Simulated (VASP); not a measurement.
Wanted: the native input for a VASP 6.6.1 run.

| Property | Result |
| --- | --- |
| Task | single point |
| Functional | PBE |
| Potentials or basis | VASP PAW PBE potentials, release 64 (Sn_d, O) |
| Cutoff | 520 eV |
| k mesh | 6 × 6 × 8 |
| Occupations | gaussian, width 0.05 eV |
| Spin | no spin polarisation |
| Dipole correction | no |
| Further INCAR settings | ALGO = Normal; EDIFF = 1e-06; NBANDS = 35 |

The structure of SnO2 lies in POSCAR:

```
SnO2
1.0
    4.8023404495      0.0000000000      0.0000000000
    0.0000000000      4.8023540414      0.0000000000
    0.0000000000      0.0000000000      3.2723147823
Sn O
2 4
Direct
    0.5000000000      0.5000000000      0.5000000000
    0.0000000000      0.0000000000      0.0000000000
    0.3358655675      0.3359234599      0.0000000000
    0.8358655675      0.1640765401      0.5000000000
    0.1641344325      0.8359234599      0.5000000000
    0.6641344325      0.6640765401      0.0000000000
```

This cell differs from its parent crystal: atoms shifted along a free coordinate, c/a of the conventional cell at fixed volume 0.6814.

These files were run (other wordings do the same):

INCAR

```
SYSTEM = SnO2
  ALGO = Normal
  EDIFF = 1E-6
  ENCUT = 520
  GGA = PE
  ISIF = 2
  ISMEAR = 0
  LASPH = .TRUE.
  LCHARG = .FALSE.
  LREAL = .FALSE.
  LWAVE = .FALSE.
  NBANDS = 35
  NELM = 60
  PREC = Accurate
  SIGMA = 0.05
```

KPOINTS

```
k-points
0
G
  6 6 8
  0 0 0
```

Potentials or basis: VASP PAW PBE potentials, release 64 (Sn_d, O).

Run with:

```sh
$ cat potpaw_PBE.64/Sn_d/POTCAR potpaw_PBE.64/O/POTCAR > POTCAR
$ mpirun -np 1 vasp_std > vasp.out
```

It gave:

```yaml
Pressure: 14.5 GPa
Largest_force: 5.097 eV/Å
Band_gap_on_the_k_mesh: 1.00 eV
```

Caveat: the stress differs along the axes, from 13 to 18 GPa; spin-orbit coupling is left out, which moves the levels of the heavy elements; forces of over 1 eV/Å act on the atoms, so gaps and moduli don't describe the material at rest.

Run time: 52 s on 1 thread of Intel(R) Xeon(R) 6975P-C (Granite Rapids), on a shared host, peak memory 0.28 GiB.
